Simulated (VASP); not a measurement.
Set up this calculation in VASP 6.6.1, as the native input.

```
Task                   : single point
Functional             : LDA
Potentials or basis    : VASP PAW LDA potentials, release 64 (Rb_sv, Cl, O)
Cutoff                 : 520 eV
k mesh                 : 8 × 8 × 8
Occupations            : gaussian, width 0.03 eV
Spin                   : no spin polarisation
Dipole correction      : no
Further INCAR settings : ALGO = Normal; EDIFF = 1e-06; NBANDS = 28
```

The structure of Rb3ClO lies in POSCAR:

```
Rb3ClO
1.0
    5.6032828946     -0.5996132987     -0.5996132987
   -0.5996132987      5.6032828946     -0.5996132987
   -0.5996132987     -0.5996132987      5.6032828946
Rb Cl O
3 1 1
Direct
    0.0000000000      0.0000000000      0.5000000000
    0.0000000000      0.5000000000      0.0000000000
    0.5000000000      0.0000000000      0.0000000000
    0.5000000000      0.5000000000      0.5000000000
    0.0000000000      0.0000000000      0.0000000000
```

This cell differs from its parent crystal: ratio of the length along [111] to the lengths across it x 0.71, volume and fractional coordinates fixed.

The input as run:

INCAR

```
PREC     = Accurate       # precision mode
ENCUT    = 520            # plane-wave cutoff, eV
EDIFF    = 1E-6           # SCF threshold, eV
ISMEAR   = 0              # smearing method
SIGMA    = 0.03           # smearing width, eV
LREAL    = F              # projectors in reciprocal space
LASPH    = T              # aspherical terms in the spheres
NELM     = 80             # most SCF steps
ALGO     = Normal         # electronic algorithm
ISIF     = 2              # what is computed and relaxed
LWAVE    = F              # write WAVECAR
LCHARG   = F              # write CHGCAR
NBANDS   = 28             # bands
```

KPOINTS

```
regular mesh
0
Gamma
  8 8 8
```

Potentials or basis: VASP PAW LDA potentials, release 64 (Rb_sv, Cl, O).

Run with:

```sh
$ cat potpaw_LDA.64/Rb_sv/POTCAR potpaw_LDA.64/Cl/POTCAR potpaw_LDA.64/O/POTCAR > POTCAR
$ mpirun -np 1 vasp_std > vasp.out
```

It gave:

```yaml
Pressure: -2.6 GPa
Band_gap_on_the_k_mesh: 0.01 eV
```

Caveat: the smearing spreads over this small gap; semilocal functionals underestimate gaps, and a narrow one can read as zero.

It took 2.5 min on 1 thread of AMD EPYC 9R45 96-Core Processor (Zen 5), with other jobs on the host, peak memory 0.36 GiB.
